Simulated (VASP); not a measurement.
A run of VASP 6.6.1 is set up as follows.

INCAR

```
PREC = Accurate
ENCUT = 600
EDIFF = 1E-6
ISMEAR = 0
SIGMA = 0.1
LREAL = F
LASPH = T
NELM = 100
ALGO = Normal
ISIF = 3
LWAVE = F
LCHARG = F
GGA = PE
IBRION = 2
NSW = 90
EDIFFG = -0.04
```

File KPOINTS:

```
regular mesh
0
Gamma
  4 4 4
```

The input POSCAR:

```
Ag3SnSe
1.0
    4.8727384900      0.0000000000      0.0000000000
    0.0000000000      4.8727384900      0.0000000000
    0.0000000000      0.0000000000      4.8727384900
Ag Sn Se
3 1 1
Direct
    0.5000000000      0.0000000000      0.0000000000
    0.0000000000      0.5000000000      0.0000000000
    0.0000000000      0.0000000000      0.5000000000
    0.0000000000      0.0000000000      0.0000000000
    0.5000000000      0.5000000000      0.5000000000
```

Potentials or basis: VASP PAW PBE potentials, release 64 (Ag, Sn_d, Se).

Launch:

```console
$ cat potpaw_PBE.64/Ag/POTCAR potpaw_PBE.64/Sn_d/POTCAR potpaw_PBE.64/Se/POTCAR > POTCAR
$ mpirun -np 1 vasp_std > vasp.out
```

Problem. Predict the relaxed volume.

Solution. 28.39 Å³/atom.

Problem. Predict the space group after relaxing (to 0.05 Å).

Solution. Pm-3m (No. 221).

Final structure:
```cif
data_structure
_symmetry_space_group_name_H-M 'P 1'
_symmetry_Int_Tables_number 1
_cell_length_a 5.2167
_cell_length_b 5.2167
_cell_length_c 5.2167
_cell_angle_alpha 90.000
_cell_angle_beta 90.000
_cell_angle_gamma 90.000
_cell_volume 141.97
loop_
_atom_site_label
_atom_site_type_symbol
_atom_site_fract_x
_atom_site_fract_y
_atom_site_fract_z
_atom_site_occupancy
Ag1 Ag 0.50000 0.00000 0.00000 1
Ag2 Ag 0.00000 0.50000 0.00000 1
Ag3 Ag 0.00000 0.00000 0.50000 1
Sn1 Sn 0.00000 0.00000 0.00000 1
Se1 Se 0.50000 0.50000 0.50000 1
```

Caveat: the volume moved by over 15 % at a fixed basis, so the end points are rough.
